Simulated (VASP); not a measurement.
# K7Br8 (a cell with a defect) in VASP: a series of runs

The runs below take K7Br8 (a cell with a defect) through single point, with LDA.

All numbers are computed with VASP 6.6.1; they aren't measurements. Logs are shortened: lines on timing, memory, paths and dates and some standing lists are left out, and cuts for length are marked.

### Step 1. The cell of the first run

The cell holds a defect, 15 atoms: a = 9.010 Å, b = 9.010 Å, c = 9.010 Å, α = 60.00°, β = 60.00°, γ = 60.00°.

### Step 2. Single point, LDA

INCAR

```
SYSTEM = K7Br8
PREC = Accurate ; ENCUT = 520
EDIFF = 1E-6 ; ISMEAR = 0
SIGMA = 0.02 ; LREAL = Auto
LASPH = .True. ; NELM = 60
ALGO = Normal ; ISIF = 2
LWAVE = .False. ; LCHARG = .False.
NBANDS = 72 ; NELECT = 120.0
```

KPOINTS

```
regular mesh
0
Gamma
  2 2 2
  0 0 0
```

POSCAR

```
K7Br8
1.0
    0.0000000000      6.3712539702     -6.3712539702
    6.3712539702      6.3712539702      0.0000000000
    6.3712539702      0.0000000000     -6.3712539702
K Br
7 8
Direct
    0.5000000000      0.0000000000      0.5000000000
    0.0000000000      0.0000000000      0.5000000000
    0.0000000000      0.5000000000      0.5000000000
    0.5000000000      0.0000000000      0.0000000000
    0.5000000000      0.5000000000      0.0000000000
    0.0000000000      0.0000000000      0.0000000000
    0.0000000000      0.5000000000      0.0000000000
    0.2456710833      0.7543289167      0.2456710833
    0.2500000000      0.2500000000      0.2500000000
    0.7543289167      0.7543289167      0.2456710833
    0.7543289167      0.2456710833      0.2456710833
    0.2456710833      0.7543289167      0.7543289167
    0.2456710833      0.2456710833      0.7543289167
    0.7500000000      0.7500000000      0.7500000000
    0.7543289167      0.2456710833      0.7543289167
```

Potentials or basis: VASP PAW LDA potentials, release 64 (K_sv, Br).

Started as:

```
> cat potpaw_LDA.64/K_sv/POTCAR potpaw_LDA.64/Br/POTCAR > POTCAR
> mpirun -np 1 vasp_std > vasp.out
```

OUTCAR:

```text
SYSTEM = K7Br8
   PREC = Accurate
   ENCUT = 520
   EDIFF = 1E-6
   ISMEAR = 0
   LREAL = Auto
   LASPH = .True.
   NELM = 60
   ISIF = 2
   NELECT = 120.0

 ion  position               nearest neighbor table
   1  0.500  0.000  0.500-   9 3.19  14 3.19  11 3.19  12 3.19  13 3.19  10 3.19
   2  0.000  0.000  0.500-   9 3.19  14 3.19  11 3.19  12 3.19   8 3.19  15 3.19
   3  0.000  0.500  0.500-   9 3.19  14 3.19  10 3.19  13 3.19   8 3.19  15 3.19
   4  0.500  0.000  0.000-   9 3.19  14 3.19  10 3.19  13 3.19   8 3.19  15 3.19
   5  0.500  0.500  0.000-   9 3.19  14 3.19  11 3.19  12 3.19   8 3.19  15 3.19
   6  0.000  0.000  0.000-   8 3.13  10 3.13  11 3.13  12 3.13  13 3.13  15 3.13
   7  0.000  0.500  0.000-   9 3.19  14 3.19  11 3.19  12 3.19  13 3.19  10 3.19
   8  0.246  0.754  0.246-   6 3.13   3 3.19   4 3.19   5 3.19   2 3.19
   9  0.250  0.250  0.250-   1 3.19   2 3.19   3 3.19   4 3.19   5 3.19   7 3.19
  10  0.754  0.754  0.246-   6 3.13   3 3.19   4 3.19   1 3.19   7 3.19
  11  0.754  0.246  0.246-   6 3.13   2 3.19   5 3.19   1 3.19   7 3.19
  12  0.246  0.754  0.754-   6 3.13   2 3.19   5 3.19   1 3.19   7 3.19
  13  0.246  0.246  0.754-   6 3.13   3 3.19   4 3.19   1 3.19   7 3.19
  14  0.750  0.750  0.750-   1 3.19   2 3.19   3 3.19   4 3.19   5 3.19   7 3.19
  15  0.754  0.246  0.754-   6 3.13   3 3.19   4 3.19   5 3.19   2 3.19

  LATTYP: Found a face centered cubic cell.
 ALAT       =    12.7425079404

  Lattice vectors:

 A1 = (   0.0000000000,   6.3712539702,  -6.3712539702)
 A2 = (   6.3712539702,   6.3712539702,   0.0000000000)
 A3 = (   6.3712539702,   0.0000000000,  -6.3712539702)

Analysis of symmetry for initial positions (statically):
=====================================================================
 Subroutine PRICEL returns:
 Original cell was already a primitive cell.

 Routine SETGRP: Setting up the symmetry group for a
 face centered cubic supercell.

 Subroutine GETGRP returns: Found 48 space group operations
 (whereof 48 operations were pure point group operations)
 out of a pool of 48 trial point group operations.

The static configuration has the point symmetry O_h .

Analysis of symmetry for dynamics (positions and initial velocities):
=====================================================================
 Subroutine PRICEL returns:
 Original cell was already a primitive cell.

 Routine SETGRP: Setting up the symmetry group for a
 face centered cubic supercell.

 Subroutine GETGRP returns: Found 48 space group operations
 (whereof 48 operations were pure point group operations)
 out of a pool of 48 trial point group operations.

The dynamic configuration has the point symmetry O_h .

 Subroutine INISYM returns: Found 48 space group operations
 (whereof 48 operations are pure point group operations),
 and found     1 'primitive' translations

----------------------------------------------------------------------------------------

                                     Primitive cell

  volume of cell :     517.2551

  direct lattice vectors                    reciprocal lattice vectors
     0.000000000  6.371253970 -6.371253970    -0.078477487  0.078477487 -0.078477487
     6.371253970  6.371253970  0.000000000     0.078477487  0.078477487  0.078477487
     6.371253970  0.000000000 -6.371253970     0.078477487 -0.078477487 -0.078477487

  length of vectors
     9.010313774  9.010313774  9.010313774     0.135926995  0.135926995  0.135926995

  position of ions in fractional coordinates (direct lattice)
     0.500000000  0.000000000  0.500000000
     0.000000000  0.000000000  0.500000000
     0.000000000  0.500000000  0.500000000
     0.500000000  0.000000000  0.000000000
     0.500000000  0.500000000  0.000000000
     0.000000000  0.000000000  0.000000000
     0.000000000  0.500000000  0.000000000
     0.245671083  0.754328917  0.245671083
     0.250000000  0.250000000  0.250000000
     0.754328917  0.754328917  0.245671083
     0.754328917  0.245671083  0.245671083
     0.245671083  0.754328917  0.754328917
     0.245671083  0.245671083  0.754328917
     0.750000000  0.750000000  0.750000000
     0.754328917  0.245671083  0.754328917

  ion indices of the primitive-cell ions
   primitive index   ion index
                 1           1
                 2           2
                 3           3
                 4           4
                 5           5
                 6           6
                 7           7
                 8           8
                 9           9
                10          10
                11          11
                12          12
                13          13
                14          14
                15          15

----------------------------------------------------------------------------------------

 KPOINTS: regular mesh

Automatic generation of k-mesh.
 Grid dimensions read from file:
 generate k-points for:    2    2    2

 Generating k-lattice:

  Cartesian coordinates                     Fractional coordinates (reciprocal lattice)
    -0.039238743  0.039238743 -0.039238743     0.500000000  0.000000000  0.000000000
     0.039238743  0.039238743  0.039238743     0.000000000  0.500000000  0.000000000
     0.039238743 -0.039238743 -0.039238743     0.000000000  0.000000000  0.500000000

  Length of vectors
     0.067963497  0.067963497  0.067963497

  Shift w.r.t. Gamma in fractional coordinates (k-lattice)
     0.000000000  0.000000000  0.000000000

 Subroutine IBZKPT returns following result:
 ===========================================

 Found      3 irreducible k-points:

 Following reciprocal coordinates:
            Coordinates               Weight
  0.000000  0.000000  0.000000      1.000000
  0.500000  0.000000  0.000000      4.000000
  0.500000  0.500000  0.000000      3.000000
   k-points           NKPTS =      3   k-points in BZ     NKDIM =      3   number of bands    NBANDS=     72
   number of dos      NEDOS =    301   number of ions     NIONS =     15
   total plane-waves  NPLWV = 343000
   dimension x,y,z NGX =    70 NGY =   70 NGZ =   70
   dimension x,y,z NGXF=   140 NGYF=  140 NGZF=  140
   ions per type =               7   8
   NGX,Y,Z   is equivalent  to a cutoff of  12.92, 12.92, 12.92 a.u.
   NGXF,Y,Z  is equivalent  to a cutoff of  25.83, 25.83, 25.83 a.u.
 SYSTEM =  K7Br8
   PREC   = accura    normal or accurate (medium, high low for compatibility)
   ISTART =      0    job   : 0-new  1-cont  2-samecut
   ICHARG =      2    charge: 1-file 2-atom 10-const
   ISPIN  =      1    spin polarized calculation?
   LNONCOLLINEAR =      F non collinear calculations
   LSORBIT =      F    spin-orbit coupling
   LASPH  =      T    aspherical Exc in radial PAW
   ENCUT  =  520.0 eV  38.22 Ry    6.18 a.u.  16.75 16.75 16.75*2*pi/ulx,y,z
   NELM   =     60;   NELMIN=  2; NELMDL= -5     # of ELM steps
   EDIFF  = 0.1E-05   stopping-criterion for ELM
   LREAL  =      T    real-space projection
   EDIFFG = 0.1E-04   stopping-criterion for IOM
   NSW    =      0    number of steps for IOM
   IBRION =     -1    ionic relax: 0-MD 1-quasi-New 2-CG
   NFREE  =      0    steps in history (QN), initial steepest desc. (CG)
   ISIF   =      2    stress and relaxation
   ISYM   =      2    0-nonsym 1-usesym 2-fastsym
   POTIM  = 0.5000    time-step for ionic-motion
   TEBEG  =    0.0;   TEEND  =   0.0 temperature during run
   PSTRESS=    0.0 pullay stress
   NELECT =     120.0000    total number of electrons
   NUPDOWN=      -1.0000    fix difference up-down
   EMIN   =  10.00;   EMAX   =-10.00  energy-range for DOS
   EFERMI =   0.00;   METHOD = LEGACY
   ISMEAR =     0;   SIGMA  =   0.02  broadening in eV -4-tet -1-fermi 0-gaus
   EFERMI_NEDOS =   21; number of points for ismear=-14 and -15
   IALGO  =     38    algorithm
   IMIX   =      4    mixing-type and parameters
     AMIX     =   0.40;   BMIX     =  1.00
     AMIX_MAG =   1.60;   BMIX_MAG =  1.00
  volume/ion in A,a.u.               =      34.48       232.71
  Fermi-wavevector in a.u.,A,eV,Ry     =   1.005928  1.900929 13.767621  1.011892
  Thomas-Fermi vector in A             =   2.138639
   LORBIT       =      0    0 simple, 1 ext, 2 COOP (PROOUT), +10 PAW based schemes
   GGA     = CA    functional components
   LHFCALC =     F    Hartree Fock is set to
   AEXX    =    0.0000 exact exchange contribution
   IVDW    =     0    specifies the selected vdW correction
   LEPSILON=     F    determine dielectric tensor
   LRPA    =     F    only Hartree local field effects (RPA)
 non-spin polarized calculation
 Gauss-broadening in eV      SIGMA  =   0.02
  energy-cutoff  :      520.00
  volume of cell :      517.26
 maximum number of plane-waves:     13960
 NGX is ok and might be reduce to    70
   NGX = 33   NGY = 33   NGZ = 33

 number of electron     120.0000007 magnetization

 Free energy of the ion-electron system (eV)
  ---------------------------------------------------
  ext. energy  EPLUGINS =         0.00000000
  ---------------------------------------------------
  free energy    TOTEN  =       -50.13539782 eV

  energy without entropy =      -50.13539782  energy(sigma->0) =      -50.13539782

 E-fermi :  -1.5112     XC(G=0):  -8.0844

 val. band max:       -1.6054228708   @ k =   0.0000   0.0000   0.0000
 cond. band min:       2.6026006690   @ k =   0.0000   0.0000   0.0000
 fundamental gap:      4.2080235398
 Fermi energy:        -1.5112250286

 k-point     1 :       0.0000    0.0000    0.0000
  band No.  band energies     occupation
      1     -29.1752      2.00000
      2     -29.1676      2.00000
      3     -29.1676      2.00000
      4     -29.1676      2.00000
      5     -29.1645      2.00000
      6     -29.1645      2.00000
[... 64 lines left out ...]
     71       5.5074      0.00000
     72       5.7509      0.00000

 k-point     2 :       0.5000    0.0000    0.0000
  band No.  band energies     occupation
      1     -29.1714      2.00000
      2     -29.1714      2.00000
      3     -29.1661      2.00000
      4     -29.1661      2.00000
      5     -29.1661      2.00000
      6     -29.1661      2.00000
[... 64 lines left out ...]
     71       5.9038      0.00000
     72       5.9388      0.00000

 k-point     3 :       0.5000    0.5000    0.0000
  band No.  band energies     occupation
      1     -29.1715      2.00000
      2     -29.1679      2.00000
      3     -29.1678      2.00000
      4     -29.1678      2.00000
      5     -29.1678      2.00000
      6     -29.1644      2.00000
[... 64 lines left out ...]
     71       5.4307      0.00000
     72       5.4344      0.00000

------------------------ aborting loop because EDIFF is reached ----------------------------------------

  FORCE on cell =-STRESS in cart. coord.  units (eV):
  Direction    XX          YY          ZZ          XY          YZ          ZX
  --------------------------------------------------------------------------------------
  -------------------------------------------------------------------------------------
  Total        4.4451729      4.4451729      4.4451729     -0.0000000      0.0000000      0.0000000
  in kB       13.7687492     13.7687492     13.7687492     -0.0000000      0.0000000      0.0000000
  external PRESSURE =      13.7687492 kB  Pullay stress =       0.0000000 kB

 VOLUME and BASIS-vectors are now :
 -----------------------------------------------------------------------------
  energy-cutoff  :      520.00
  volume of cell :      517.26
      direct lattice vectors                 reciprocal lattice vectors
     0.000000000  6.371253970 -6.371253970    -0.078477487  0.078477487 -0.078477487
     6.371253970  6.371253970  0.000000000     0.078477487  0.078477487  0.078477487
     6.371253970  0.000000000 -6.371253970     0.078477487 -0.078477487 -0.078477487

 POSITION                                       TOTAL-FORCE (eV/Angst)
 -----------------------------------------------------------------------------------
      3.18563      3.18563     -6.37125         0.000000     -0.000000      0.000000
      3.18563      0.00000     -3.18563         0.000000     -0.000000      0.000000
      6.37125      3.18563     -3.18563         0.000000     -0.000000      0.000000
      0.00000      3.18563     -3.18563         0.000000     -0.000000      0.000000
      3.18563      6.37125     -3.18563         0.000000     -0.000000      0.000000
      0.00000      0.00000      0.00000         0.000000     -0.000000      0.000000
      3.18563      3.18563      0.00000         0.000000     -0.000000      0.000000
      6.37125      6.37125     -3.13047         0.000000     -0.000000      0.007177
      3.18563      3.18563     -3.18563         0.000000     -0.000000      0.000000
      6.37125      9.61204     -6.37125         0.000000      0.007177      0.000000
      3.13047      6.37125     -6.37125        -0.007177     -0.000000      0.000000
      9.61204      6.37125     -6.37125         0.007177     -0.000000      0.000000
      6.37125      3.13047     -6.37125         0.000000     -0.007177      0.000000
      9.55688      9.55688     -9.55688         0.000000      0.000000      0.000000
      6.37125      6.37125     -9.61204         0.000000     -0.000000     -0.007177
 -----------------------------------------------------------------------------------
    total drift:                               -0.000000     -0.000000      0.000000

  FREE ENERGIE OF THE ION-ELECTRON SYSTEM (eV)
  ---------------------------------------------------
  free  energy   TOTEN  =       -50.1353978245 eV

  energy  without entropy=      -50.1353978245  energy(sigma->0) =      -50.13539782
```

Run time: 2.5 min. Hardware: 1 thread of Intel Xeon 6975P-C (Granite Rapids), shared host; peak memory 0.52 GiB.

Results:

- Free energy: -50.1354 eV
- Largest force: 0.007 eV/Å

Forces in eV/Å, atoms in the order of the input:
```
K    0.000  0.000  0.000
K    0.000  0.000  0.000
K    0.000  0.000  0.000
K    0.000  0.000  0.000
K    0.000  0.000  0.000
K    0.000  0.000  0.000
K    0.000  0.000  0.000
Br   0.000  0.000  0.007
Br   0.000  0.000  0.000
Br   0.000  0.007  0.000
Br  -0.007  0.000  0.000
Br   0.007  0.000  0.000
Br   0.000 -0.007  0.000
Br   0.000  0.000  0.000
Br   0.000  0.000 -0.007
```

Caveat: the k points lie up to 0.43 Å⁻¹ apart; the cell carries a net charge on a neutralising background, which shifts energy and pressure; the cell is charged against a uniform background, so pressure and absolute levels hang on convention.

### Step 3. Single point, LDA

INCAR

```
PREC = Accurate
ENCUT = 520
EDIFF = 1E-6
ISMEAR = 0
SIGMA = 0.02
LREAL = Auto
LASPH = T
NELM = 100
ALGO = Normal
ISIF = 2
LWAVE = F
LCHARG = F
NELECT = 120.0
NBANDS = 72
```

KPOINTS

```
regular mesh
0
Gamma
  2 2 2
```

POSCAR

```
K7Br8
1.0
    0.0000000000      6.3712539702     -6.3712539702
    6.3712539702      6.3712539702      0.0000000000
    6.3712539702      0.0000000000     -6.3712539702
K Br
7 8
Direct
    0.5000000023      0.0000000000      0.5000000023
    0.0000000000      0.0000000000      0.5000000023
    0.0000000000      0.5000000023      0.5000000023
    0.5000000023      0.0000000000      0.0000000000
    0.5000000023      0.5000000023      0.0000000000
    0.0000000000      0.0000000000      0.0000000000
    0.0000000000      0.5000000023      0.0000000000
    0.2456711045      0.7543289002      0.2456711045
    0.2500000012      0.2500000012      0.2500000012
    0.7543289002      0.7543289002      0.2456711045
    0.7543289002      0.2456711045      0.2456711045
    0.2456711045      0.7543289002      0.7543289002
    0.2456711045      0.2456711045      0.7543289002
    0.7500000035      0.7500000035      0.7500000035
    0.7543289002      0.2456711045      0.7543289002
```

Potentials or basis: VASP PAW LDA potentials, release 64 (K_sv, Br).

Started as:

```
> cat potpaw_LDA.64/K_sv/POTCAR potpaw_LDA.64/Br/POTCAR > POTCAR
> mpirun -np 1 vasp_std > vasp.out
```

It took 2.8 min on 1 thread of Intel Xeon 6975P-C (Granite Rapids), shared host; peak memory 0.52 GiB.

It converged, with:

```
Free energy   : -50.1354 eV
Largest force : 0.007 eV/Å
```

Forces in eV/Å, atoms in the order of the input:
```
K    0.000  0.000  0.000
K    0.000  0.000  0.000
K    0.000  0.000  0.000
K    0.000  0.000  0.000
K    0.000  0.000  0.000
K    0.000  0.000  0.000
K    0.000  0.000  0.000
Br   0.000  0.000  0.007
Br   0.000  0.000  0.000
Br   0.000  0.007  0.000
Br  -0.007  0.000  0.000
Br   0.007  0.000  0.000
Br   0.000 -0.007  0.000
Br   0.000  0.000  0.000
Br   0.000  0.000 -0.007
```

Levels at points of the mesh, in eV from the Fermi level:
```csv
k point,band 57,band 58,band 59,band 60,band 61,band 62,band 63,band 64
"(0.00, 0.00, 0.00)",-0.28,-0.09,-0.09,-0.09,4.11,5.27,5.27,5.27
"(0.50, 0.00, 0.00)",-0.34,-0.34,-0.16,-0.16,5.43,5.48,6.10,6.10
"(0.50, 0.50, 0.00)",-0.44,-0.25,-0.23,-0.23,5.58,5.74,5.85,6.32
```

Caveat: the k points lie up to 0.43 Å⁻¹ apart; the cell carries a net charge on a neutralising background, which shifts energy and pressure; the cell is charged against a uniform background, so pressure and absolute levels hang on convention.

### Step 4. Single point, LDA

INCAR

```
SYSTEM = K7Br8
ALGO     = Normal         ! electronic algorithm
EDIFF    = 1E-6           ! SCF threshold, eV
ENCUT    = 520            ! plane-wave cutoff, eV
GGA      = CA             ! functional
ISIF     = 2              ! what is computed and relaxed
ISMEAR   = 0              ! smearing method
LASPH    = .TRUE.         ! aspherical terms in the spheres
LCHARG   = .TRUE.         ! write CHGCAR
LELF     = .TRUE.         ! ELF
LREAL    = Auto         
LVHAR    = .TRUE.       
LWAVE    = .FALSE.        ! write WAVECAR
NBANDS   = 72             ! bands
NELECT   = 120.0        
NELM     = 60             ! most SCF steps
PREC     = Accurate       ! precision mode
SIGMA    = 0.02           ! smearing width, eV
```

KPOINTS

```
k-points
0
G
  2 2 2
  0 0 0
```

POSCAR

```
K7Br8
1.0
    0.0000000000      6.3712539702     -6.3712539702
    6.3712539702      6.3712539702      0.0000000000
    6.3712539702      0.0000000000     -6.3712539702
K Br
7 8
Direct
    0.5000000023     -0.5000000023      0.5000000023
    0.0000000000      0.0000000000      0.5000000023
    0.0000000000      0.5000000023      0.5000000023
    0.5000000023      0.0000000000      0.0000000000
    0.5000000023      0.5000000023      0.0000000000
    0.0000000000      0.0000000000      0.0000000000
    0.0000000000      0.5000000023      0.0000000000
    0.2500000012      0.7500000035      0.2500000012
    0.2456710260      0.2543289763      0.2456710260
    0.7543289786      0.7456710284      0.2456710260
    0.7543289786      0.2543289763      0.2456710260
    0.2456710260      0.7456710284      0.7543289786
    0.2456710260      0.2543289763      0.7543289786
    0.7543289786      0.7456710284      0.7543289786
    0.7500000035      0.2500000012      0.7500000035
```

Started as:

```
> cat potpaw_LDA.64/K_sv/POTCAR potpaw_LDA.64/Br/POTCAR > POTCAR
> mpirun -np 1 vasp_std > vasp.out
```

Wall time 2.9 min (1 thread of Intel Xeon 6975P-C (Granite Rapids), shared host); peak memory 0.52 GiB.

The run converged. Its results:

```yaml
Free_energy: -50.1354 eV
Largest_force: 0.007 eV/Å
```

Forces on the atoms (eV/Å):
```
K    0.000  0.000  0.000
K    0.000  0.000  0.000
K    0.000  0.000  0.000
K    0.000  0.000  0.000
K    0.000  0.000  0.000
K    0.000  0.000  0.000
K    0.000  0.000  0.000
Br   0.000  0.000  0.000
Br   0.000  0.000  0.007
Br  -0.007  0.000  0.000
Br   0.000  0.007  0.000
Br   0.000 -0.007  0.000
Br   0.007  0.000  0.000
Br   0.000  0.000 -0.007
Br   0.000  0.000  0.000
```

Levels at points of the mesh, in eV from the Fermi level:
```csv
k point,band 57,band 58,band 59,band 60,band 61,band 62,band 63,band 64
"(0.00, 0.00, 0.00)",-0.37,-0.18,-0.18,-0.18,4.02,5.18,5.18,5.18
"(0.50, 0.00, 0.00)",-0.43,-0.43,-0.25,-0.25,5.34,5.39,6.01,6.01
"(0.50, 0.50, 0.00)",-0.53,-0.34,-0.32,-0.32,5.49,5.65,5.76,6.23
```

Caveat: the k points lie up to 0.43 Å⁻¹ apart; the cell carries a net charge on a neutralising background, which shifts energy and pressure; the cell is charged against a uniform background, so pressure and absolute levels hang on convention.
